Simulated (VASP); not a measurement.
Set up this calculation in VASP 6.6.1, as the native input.

```
Task                   : relaxation of cell and atoms
Functional             : PBE
Potentials or basis    : VASP PAW PBE potentials, release 64 (Ti_sv, B)
Cutoff                 : 600 eV
k mesh                 : 4 × 4 × 4
Occupations            : gaussian, width 0.1 eV
Spin                   : no spin polarisation
Dipole correction      : no
Further INCAR settings : ALGO = Normal; EDIFF = 1e-06; IBRION = 2; EDIFFG = -0.04; NSW = 90; ISIF = 3
```

The structure of TiB2 lies in POSCAR:

```
TiB2
1.0
    0.0000000000      3.2600973100      3.2600973100
    3.2600973100      0.0000000000      3.2600973100
    3.2600973100      3.2600973100      0.0000000000
Ti B
2 4
Direct
    0.7500000000      0.7500000000      0.7500000000
    0.5000000000      0.5000000000      0.5000000000
    0.6250000000      0.6250000000      0.6250000000
    0.6250000000      0.6250000000      0.1250000000
    0.6250000000      0.1250000000      0.6250000000
    0.1250000000      0.6250000000      0.6250000000
```

One way to write it, as run:

INCAR

```
SYSTEM = TiB2
PREC = Accurate
ENCUT = 600
EDIFF = 1E-6
ISMEAR = 0
SIGMA = 0.1
LREAL = .FALSE.
LASPH = .TRUE.
NELM = 80
ALGO = Normal
ISIF = 3
LWAVE = .FALSE.
LCHARG = .FALSE.
GGA = PE
IBRION = 2
NSW = 90
EDIFFG = -0.04
```

KPOINTS

```
regular mesh
0
G
  4 4 4
  0 0 0
```

Potentials or basis: VASP PAW PBE potentials, release 64 (Ti_sv, B).

Launch:

```sh
$ cat potpaw_PBE.64/Ti_sv/POTCAR potpaw_PBE.64/B/POTCAR > POTCAR
$ mpirun -np 1 vasp_std > vasp.out
```

It gave:

```json
{"Relaxed volume": "41.26 Å³/atom", "Relaxed cell": "a = 7.048 Å, b = 7.048 Å, c = 7.048 Å, α = 60.00°, β = 60.00°, γ = 60.00°", "Space group after relaxing (to 0.05 Å)": "Fd-3m (No. 227)", "Energy gained by relaxing": "6330.2 meV/atom", "Ionic steps": "4", "Pressure after relaxing": "0.0 GPa", "Band gap on the k mesh": "zero (filled and empty bands touch)"}
```

Caveat: the k points lie up to 0.27 Å⁻¹ apart in the final cell; the volume moved by over 15 % at a fixed basis, so the end points are rough.

It took 120 s on 1 thread of Intel Xeon 6975P-C, with other jobs on the host, peak memory 0.24 GiB.
